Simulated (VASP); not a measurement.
Here is a VASP 6.6.1 calculation.

File INCAR:

```
PREC = Accurate
ENCUT = 520
EDIFF = 1E-6
ISMEAR = 0
SIGMA = 0.15
LREAL = False
LASPH = True
NELM = 60
ALGO = Fast
ISIF = 2
LWAVE = False
LCHARG = False
GGA = PS
NBANDS = 18
```

The input KPOINTS:

```
regular mesh
0
Gamma
  22 22 22
```

The input POSCAR:

```
Cu
1.0
    1.2862921421     -4.1977318085      0.0000000000
    1.2862921421      4.1977318085      0.0000000000
    0.0000000000      0.0000000000      2.2213044968
Cu
2
Direct
    0.1338666500      0.8661333500      0.2500000000
    0.8661333500      0.1338666500      0.7500000000
```

Potentials or basis: VASP PAW PBE potentials, release 64 (Cu).

Launch:

```sh
$ cat potpaw_PBE.64/Cu/POTCAR > POTCAR
$ mpirun -np 1 vasp_std > vasp.out
```

Q: Predict the pressure.

A: 6.2 GPa.

Q: What does it give for the largest force?

A: 0.067 eV/Å.

Stress tensor (GPa, compression positive):
```
-13.12   0.00   0.00
  0.00  -5.98   0.00
  0.00   0.00  37.58
```

Caveat: the PAW data sets were made with another functional, which shifts forces and pressure a little.
